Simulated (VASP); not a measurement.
Set up this calculation in VASP 6.6.1, as the native input.

```
Task                   : relaxation of cell and atoms
Functional             : PBE
Potentials or basis    : VASP PAW PBE potentials, release 64 (W_sv)
Cutoff                 : 600 eV
k mesh                 : 11 × 11 × 11
Occupations            : fermi-dirac, width 0.05 eV
Spin                   : no spin polarisation
Dipole correction      : no
Further INCAR settings : ALGO = Fast; EDIFF = 1e-06; IBRION = 2; EDIFFG = -0.01; NSW = 60; ISIF = 3
```

The structure of W lies in POSCAR:

```
W
1.0
    0.0000000000      2.0300000000      2.0300000000
    2.0300000000      0.0000000000      2.0300000000
    2.0300000000      2.0300000000      0.0000000000
W
1
Direct
    0.0000000000      0.0000000000      0.0000000000
```

One way to write it, as run:

INCAR

```
SYSTEM = W
ALGO = Fast
EDIFF = 1E-6
EDIFFG = -0.01
ENCUT = 600
GGA = PE
IBRION = 2
ISIF = 3
ISMEAR = -1
LASPH = .True.
LCHARG = .False.
LREAL = .False.
LWAVE = .False.
NELM = 100
NSW = 60
PREC = Accurate
SIGMA = 0.05
```

KPOINTS

```
k-points
0
Gamma
  11 11 11
  0 0 0
```

Potentials or basis: VASP PAW PBE potentials, release 64 (W_sv).

The run is started by

```bash
$ cat potpaw_PBE.64/W_sv/POTCAR > POTCAR
$ mpirun -np 1 vasp_std > vasp.out
```

It gave:

```yaml
Relaxed_volume: 16.48 Å³/atom
Relaxed_cell: a = 2.856 Å, b = 2.856 Å, c = 2.856 Å, α = 60.00°, β = 60.00°, γ = 60.00°
Space_group_after_relaxing_to_0.05_Å: Fm-3m (No. 225)
Energy_gained_by_relaxing: 3.6 meV/atom
Ionic_steps: 3
Pressure_after_relaxing: -0.1 GPa
Band_gap_on_the_k_mesh: zero (band 7 reaches 13.07 eV, above the bottom of band 8 at 9.88 eV)
```

Caveat: spin-orbit coupling is left out, which moves the levels of the heavy elements.

It took 42 s on 1 thread of Intel Xeon 8259CL (shared host), peak memory 0.15 GiB.
